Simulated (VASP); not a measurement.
# SiGe (Pmma) in VASP: a series of runs

SiGe is run at these levels: r2SCAN; tasks: single point.

Everything below comes from runs of VASP 6.6.1. Logs are shortened: lines on timing, memory, paths and dates and some standing lists are left out, and cuts for length are marked.

## Step 1: The cell of the first run

It takes space group Pmma (No. 51, orthorhombic). The conventional cell has a = 3.925 Å, b = 3.931 Å, c = 5.537 Å, α = 90.00°, β = 90.00°, γ = 90.00°. Within 3.1 Å of Si (site symmetry mm2) lie 2 Si at 2.37 Å and 2 Ge at 2.40 Å. Within 3.2 Å of Ge (site symmetry mm2) lie 2 Si at 2.40 Å and 2 Ge at 2.44 Å.

## Step 2: Single point, r2SCAN

Input file POSCAR:

```
SiGe
1.0
    3.9252813566      0.0000000000      0.0000000000
    0.0000000000      3.9305886164      0.0000000000
    0.0000000000      0.0000000000      5.5368564597
Si Ge
2 2
Direct
    0.7500000000      0.0000000000      0.8799877310
    0.2500000000      0.0000000000      0.1200122690
    0.2500000000      0.5000000000      0.3693836838
    0.7500000000      0.5000000000      0.6306163162
```

Input file INCAR.step1:

```
ALGO = Normal
EDIFF = 1E-4
ENCUT = 520
GGA = PE
ISMEAR = 0
LASPH = T
LCHARG = F
LREAL = F
LWAVE = T
NBANDS = 26
NELM = 80
PREC = Accurate
SIGMA = 0.01
```

Input file INCAR.step2:

```
ALGO = Normal
EDIFF = 1E-6
ENCUT = 520
ISIF = 2
ISMEAR = 0
ISTART = 1
LASPH = T
LCHARG = F
LMIXTAU = T
LREAL = F
LWAVE = F
METAGGA = R2SCAN
NBANDS = 26
NELM = 80
PREC = Accurate
SIGMA = 0.01
```

Input file KPOINTS:

```
k-points
0
Gamma
  6 6 4
```

Potentials or basis: VASP PAW PBE potentials, release 64 (Si, Ge_d).

The run is started by

```sh
cat potpaw_PBE.64/Si/POTCAR potpaw_PBE.64/Ge_d/POTCAR > POTCAR
cp INCAR.step1 INCAR
mpirun -np 1 vasp_std > vasp.out
cp INCAR.step2 INCAR
mpirun -np 1 vasp_std > vasp.out
```

OUTCAR:

```text
EDIFF = 1E-6
   ENCUT = 520
   ISIF = 2
   ISMEAR = 0
   ISTART = 1
   LASPH = T
   LREAL = F
   METAGGA = R2SCAN
   NELM = 80
   PREC = Accurate

 ion  position               nearest neighbor table
   1  0.750  0.000  0.880-   2 2.37   2 2.37   4 2.40   4 2.40
   2  0.250  0.000  0.120-   1 2.37   1 2.37   3 2.40   3 2.40
   3  0.250  0.500  0.369-   2 2.40   2 2.40   4 2.44   4 2.44
   4  0.750  0.500  0.631-   1 2.40   1 2.40   3 2.44   3 2.44

  LATTYP: Found a simple orthorhombic cell.
 ALAT       =     3.9252813566
 B/A-ratio  =     1.0013520712
 C/A-ratio  =     1.4105629525

  Lattice vectors:

 A1 = (   3.9252813566,   0.0000000000,   0.0000000000)
 A2 = (   0.0000000000,   3.9305886164,   0.0000000000)
 A3 = (   0.0000000000,   0.0000000000,   5.5368564597)

Analysis of symmetry for initial positions (statically):
=====================================================================
 Subroutine PRICEL returns:
 Original cell was already a primitive cell.

 Routine SETGRP: Setting up the symmetry group for a
 simple orthorhombic supercell.

 Subroutine GETGRP returns: Found  8 space group operations
 (whereof  4 operations were pure point group operations)
 out of a pool of  8 trial point group operations.

The static configuration has the point symmetry C_2h.
 The point group associated with its full space group is D_2h.

Analysis of symmetry for dynamics (positions and initial velocities):
=====================================================================
 Subroutine PRICEL returns:
 Original cell was already a primitive cell.

 Routine SETGRP: Setting up the symmetry group for a
 simple orthorhombic supercell.

 Subroutine GETGRP returns: Found  8 space group operations
 (whereof  4 operations were pure point group operations)
 out of a pool of  8 trial point group operations.

The dynamic configuration has the point symmetry C_2h.
 The point group associated with its full space group is D_2h.

 Subroutine INISYM returns: Found  8 space group operations
 (whereof  4 operations are pure point group operations),
 and found     1 'primitive' translations

----------------------------------------------------------------------------------------

                                     Primitive cell

  volume of cell :      85.4263

  direct lattice vectors                    reciprocal lattice vectors
     3.925281357  0.000000000  0.000000000     0.254758808  0.000000000  0.000000000
     0.000000000  3.930588616  0.000000000     0.000000000  0.254414821  0.000000000
     0.000000000  0.000000000  5.536856460     0.000000000  0.000000000  0.180607897

  length of vectors
     3.925281357  3.930588616  5.536856460     0.254758808  0.254414821  0.180607897

  position of ions in fractional coordinates (direct lattice)
     0.750000000  0.000000000  0.879987731
     0.250000000  0.000000000  0.120012269
     0.250000000  0.500000000  0.369383684
     0.750000000  0.500000000  0.630616316

  ion indices of the primitive-cell ions
   primitive index   ion index
                 1           1
                 2           2
                 3           3
                 4           4

----------------------------------------------------------------------------------------

 KPOINTS: k-points

Automatic generation of k-mesh.
 Grid dimensions read from file:
 generate k-points for:    6    6    4

 Generating k-lattice:

  Cartesian coordinates                     Fractional coordinates (reciprocal lattice)
     0.042459801  0.000000000  0.000000000     0.166666667  0.000000000  0.000000000
     0.000000000  0.042402470  0.000000000     0.000000000  0.166666667  0.000000000
     0.000000000  0.000000000  0.045151974     0.000000000  0.000000000  0.250000000

  Length of vectors
     0.042459801  0.042402470  0.045151974

  Shift w.r.t. Gamma in fractional coordinates (k-lattice)
     0.000000000  0.000000000  0.000000000

 Subroutine IBZKPT returns following result:
 ===========================================

 Found     48 irreducible k-points:

 Following reciprocal coordinates:
            Coordinates               Weight
  0.000000  0.000000  0.000000      1.000000
  0.166667  0.000000  0.000000      2.000000
  0.333333  0.000000  0.000000      2.000000
  0.500000  0.000000  0.000000      1.000000
  0.000000  0.166667  0.000000      2.000000
  0.166667  0.166667  0.000000      4.000000
[... 16 lines left out ...]
  0.333333  0.166667  0.250000      8.000000
  0.500000  0.166667  0.250000      4.000000
 [... further k-points ...]
   k-points           NKPTS =     48   k-points in BZ     NKDIM =     48   number of bands    NBANDS=     26
   number of dos      NEDOS =    301   number of ions     NIONS =      4
   total plane-waves  NPLWV =  37800
   dimension x,y,z NGX =    30 NGY =   30 NGZ =   42
   dimension x,y,z NGXF=    60 NGYF=   60 NGZF=   84
   ions per type =               2   2
   NGX,Y,Z   is equivalent  to a cutoff of  12.71, 12.69, 12.61 a.u.
   NGXF,Y,Z  is equivalent  to a cutoff of  25.41, 25.38, 25.22 a.u.
 SYSTEM =  unknown system
   PREC   = accura    normal or accurate (medium, high low for compatibility)
   ISTART =      1    job   : 0-new  1-cont  2-samecut
   ICHARG =      0    charge: 1-file 2-atom 10-const
   ISPIN  =      1    spin polarized calculation?
   LNONCOLLINEAR =      F non collinear calculations
   LSORBIT =      F    spin-orbit coupling
   LASPH  =      T    aspherical Exc in radial PAW
   ENCUT  =  520.0 eV  38.22 Ry    6.18 a.u.   7.30  7.31 10.29*2*pi/ulx,y,z
   NELM   =     80;   NELMIN=  2; NELMDL=  0     # of ELM steps
   EDIFF  = 0.1E-05   stopping-criterion for ELM
   LREAL  =      F    real-space projection
   EDIFFG = 0.1E-04   stopping-criterion for IOM
   NSW    =      0    number of steps for IOM
   IBRION =     -1    ionic relax: 0-MD 1-quasi-New 2-CG
   NFREE  =      0    steps in history (QN), initial steepest desc. (CG)
   ISIF   =      2    stress and relaxation
   ISYM   =      2    0-nonsym 1-usesym 2-fastsym
   POTIM  = 0.5000    time-step for ionic-motion
   TEBEG  =    0.0;   TEEND  =   0.0 temperature during run
   PSTRESS=    0.0 pullay stress
   NELECT =      36.0000    total number of electrons
   NUPDOWN=      -1.0000    fix difference up-down
   EMIN   =  10.00;   EMAX   =-10.00  energy-range for DOS
   EFERMI =   0.00;   METHOD = LEGACY
   ISMEAR =     0;   SIGMA  =   0.01  broadening in eV -4-tet -1-fermi 0-gaus
   EFERMI_NEDOS =   21; number of points for ismear=-14 and -15
   IALGO  =     38    algorithm
   IMIX   =      4    mixing-type and parameters
     AMIX     =   0.40;   BMIX     =  1.00
     AMIX_MAG =   1.60;   BMIX_MAG =  1.00
  volume/ion in A,a.u.               =      21.36       144.12
  Fermi-wavevector in a.u.,A,eV,Ry     =   1.227378  2.319409 20.496599  1.506458
  Thomas-Fermi vector in A             =   2.362344
   LORBIT       =      0    0 simple, 1 ext, 2 COOP (PROOUT), +10 PAW based schemes
   METAGGA = R2SCAN    functional components
   LHFCALC =     F    Hartree Fock is set to
   AEXX    =    0.0000 exact exchange contribution
   IVDW    =     0    specifies the selected vdW correction
   LEPSILON=     F    determine dielectric tensor
   LRPA    =     F    only Hartree local field effects (RPA)
 non-spin polarized calculation
 Gauss-broadening in eV      SIGMA  =   0.01
  energy-cutoff  :      520.00
  volume of cell :       85.43
 maximum number of plane-waves:      2324
 NGX is ok and might be reduce to    30
   NGX = 15   NGY = 15   NGZ = 21

 number of electron      36.0000046 magnetization

 Free energy of the ion-electron system (eV)
  ---------------------------------------------------
  ext. energy  EPLUGINS =         0.00000000
  ---------------------------------------------------
  free energy    TOTEN  =       -45.23072618 eV

  energy without entropy =      -45.23072618  energy(sigma->0) =      -45.23072618

 E-fermi :   5.3200     XC(G=0): -10.3649

 val. band max:        5.2672925336   @ k =   0.0000   0.0000   0.0000
 cond. band min:       5.8735399055   @ k =   0.5000   0.5000   0.0000
 fundamental gap:      0.6062473719
 Fermi energy:         5.3199732248

 k-point     1 :       0.0000    0.0000    0.0000
  band No.  band energies     occupation
      1     -19.9903      2.00000
      2     -19.9017      2.00000
      3     -19.8862      2.00000
      4     -19.8515      2.00000
      5     -19.8420      2.00000
      6     -19.7899      2.00000
[... 18 lines left out ...]
     25      13.0607      0.00000
     26      13.8527      0.00000

 k-point     2 :       0.1667    0.0000    0.0000
  band No.  band energies     occupation
      1     -19.9908      2.00000
      2     -19.9060      2.00000
      3     -19.8646      2.00000
      4     -19.8551      2.00000
      5     -19.8450      2.00000
      6     -19.7823      2.00000
[... 18 lines left out ...]
     25      12.6691      0.00000
     26      13.8417      0.00000

 k-point     3 :       0.3333    0.0000    0.0000
  band No.  band energies     occupation
      1     -19.9799      2.00000
      2     -19.9229      2.00000
      3     -19.8594      2.00000
      4     -19.8520      2.00000
      5     -19.8241      2.00000
      6     -19.7721      2.00000
[... 18 lines left out ...]
     25      11.5013      0.00000
     26      12.6211      0.00000

 k-point     4 :       0.5000    0.0000    0.0000
  band No.  band energies     occupation
      1     -19.9527      2.00000
      2     -19.9527      2.00000
      3     -19.8582      2.00000
      4     -19.8582      2.00000
      5     -19.7953      2.00000
      6     -19.7953      2.00000
[... 18 lines left out ...]
     25      11.3546      0.00000
     26      11.3546      0.00000
[... 496 lines left out ...]
      1     -19.9904      2.00000
      2     -19.9039      2.00000
      3     -19.8647      2.00000
      4     -19.8560      2.00000
      5     -19.8458      2.00000
      6     -19.7835      2.00000
[... 18 lines left out ...]
     25      10.8470      0.00000
     26      12.5380      0.00000

 k-point    23 :       0.3333    0.1667    0.2500
  band No.  band energies     occupation
      1     -19.9793      2.00000
      2     -19.9215      2.00000
      3     -19.8605      2.00000
      4     -19.8530      2.00000
      5     -19.8239      2.00000
      6     -19.7708      2.00000
[... 18 lines left out ...]
     25      11.8437      0.00000
     26      12.4821      0.00000

 k-point    24 :       0.5000    0.1667    0.2500
  band No.  band energies     occupation
      1     -19.9519      2.00000
      2     -19.9519      2.00000
      3     -19.8594      2.00000
      4     -19.8594      2.00000
      5     -19.7942      2.00000
      6     -19.7942      2.00000
[... 18 lines left out ...]
     25      11.4059      0.00000
     26      11.4059      0.00000

 [... further k-points ...]

------------------------ aborting loop because EDIFF is reached ----------------------------------------

  FORCE on cell =-STRESS in cart. coord.  units (eV):
  Direction    XX          YY          ZZ          XY          YZ          ZX
  --------------------------------------------------------------------------------------
  -------------------------------------------------------------------------------------
  Total       -0.0266401     -0.0188052     -0.0145048      0.0000000      0.0000000      0.0000000
  in kB       -0.4996367     -0.3526938     -0.2720382      0.0000000      0.0000000      0.0000000
  external PRESSURE =      -0.3747896 kB  Pullay stress =       0.0000000 kB

 VOLUME and BASIS-vectors are now :
 -----------------------------------------------------------------------------
  energy-cutoff  :      520.00
  volume of cell :       85.43
      direct lattice vectors                 reciprocal lattice vectors
     3.925281357  0.000000000  0.000000000     0.254758808  0.000000000  0.000000000
     0.000000000  3.930588616  0.000000000     0.000000000  0.254414821  0.000000000
     0.000000000  0.000000000  5.536856460     0.000000000  0.000000000  0.180607897

 POSITION                                       TOTAL-FORCE (eV/Angst)
 -----------------------------------------------------------------------------------
      2.94396      0.00000      4.87237        -0.000000     -0.000000      0.018625
      0.98132      0.00000      0.66449        -0.000000     -0.000000     -0.018625
      0.98132      1.96529      2.04522         0.000000      0.000000     -0.011798
      2.94396      1.96529      3.49163        -0.000000     -0.000000      0.011798
 -----------------------------------------------------------------------------------
    total drift:                                0.000000     -0.000000      0.000000

  FREE ENERGIE OF THE ION-ELECTRON SYSTEM (eV)
  ---------------------------------------------------
  free  energy   TOTEN  =       -45.2307261804 eV

  energy  without entropy=      -45.2307261804  energy(sigma->0) =      -45.23072618
```

It took 2 min on 1 thread of Intel Xeon 6975P-C (Granite Rapids), shared host; peak memory 0.25 GiB.

What came out:

* Free energy: -45.2307 eV
* Pressure: 0.0 GPa
* Largest force: 0.019 eV/Å
* Band gap on the k mesh: 0.61 eV, indirect (least direct gap 0.79 eV)

Forces in eV/Å, atoms in the order of the input:
```
Si   0.000  0.000  0.019
Si   0.000  0.000 -0.019
Ge   0.000  0.000 -0.012
Ge   0.000  0.000  0.012
```

Caveat: the PAW data sets were made with another functional, which shifts forces and pressure a little. r2SCAN opens gaps a little over a GGA but as a rule still falls short of measured ones.

## Step 3: Single point, r2SCAN (volume changed by +6%)

Input file POSCAR:

```
SiGe
1.0
    4.0022672028      0.0000000000      0.0000000000
    0.0000000000      4.0076785530      0.0000000000
    0.0000000000      0.0000000000      5.6454498422
Si Ge
2 2
Direct
    0.7500000000      0.0000000000      0.8799877310
    0.2500000000      0.0000000000      0.1200122690
    0.2500000000      0.5000000000      0.3693836838
    0.7500000000      0.5000000000      0.6306163162
```

Input file INCAR.step1:

```
SYSTEM = SiGe
PREC = Accurate ; ENCUT = 520
ISMEAR = 0 ; SIGMA = 0.01
LREAL = .False. ; LASPH = .True.
NELM = 60 ; NBANDS = 26
GGA = PE ; ALGO = Normal
EDIFF = 1E-4 ; LWAVE = .True.
LCHARG = .False.
```

Input file INCAR.step2:

```
SYSTEM = SiGe
PREC = Accurate ; ENCUT = 520
EDIFF = 1E-6 ; ISMEAR = 0
SIGMA = 0.01 ; LREAL = .False.
LASPH = .True. ; NELM = 60
ALGO = Normal ; ISIF = 2
LWAVE = .False. ; LCHARG = .True.
METAGGA = R2SCAN ; LMIXTAU = .True.
LELF = .True. ; LVHAR = .True.
NBANDS = 26 ; ISTART = 1
```

Input file KPOINTS:

```
Automatic mesh
0
Gamma
  6 6 4
  0 0 0
```

Potentials or basis: VASP PAW PBE potentials, release 64 (Si, Ge_d).

The run is started by

```sh
cat potpaw_PBE.64/Si/POTCAR potpaw_PBE.64/Ge_d/POTCAR > POTCAR
cp INCAR.step1 INCAR
mpirun -np 1 vasp_std > vasp.out
cp INCAR.step2 INCAR
mpirun -np 1 vasp_std > vasp.out
```

Wall time 2.1 min (1 thread of Intel Xeon 6975P-C (Granite Rapids), shared host); peak memory 0.25 GiB.

The run converged. Its results:

| Item | Value |
| --- | --- |
| Free energy | -45.1574 eV |
| Pressure | -4.4 GPa |
| Largest force | 0.028 eV/Å |
| Band gap on the k mesh | 0.45 eV, indirect (least direct gap 0.84 eV) |

Forces on the atoms (eV/Å):
```
Si   0.000  0.000  0.028
Si   0.000  0.000 -0.028
Ge   0.000  0.000 -0.007
Ge   0.000  0.000  0.007
```

Levels at points of the mesh, in eV from the valence-band top:
```
           k point  band 16  band 17  band 18  band 19  band 20  band 21
(0.00, 0.00, 0.00)    -0.08    -0.06     0.00     0.84     1.05     1.53
(0.50, 0.00, 0.00)    -3.73    -1.49    -1.49     2.37     2.37     4.79
(0.00, 0.50, 0.00)    -3.67    -1.77    -1.18     2.08     2.68     4.75
(0.50, 0.50, 0.00)    -3.04    -2.90    -2.90     0.70     0.70     1.34
(0.00, 0.00, 0.50)    -2.05    -1.97    -1.71     0.99     1.48     3.17
(0.50, 0.00, 0.50)    -1.38    -1.33    -1.33     0.89     0.89     3.70
(0.00, 0.50, 0.50)    -1.38    -1.30    -1.01     0.45     1.35     3.37
(0.50, 0.50, 0.50)    -3.84    -3.79    -3.79     4.53     4.53     4.76
```

Caveat: the PAW data sets were made with another functional, which shifts forces and pressure a little.
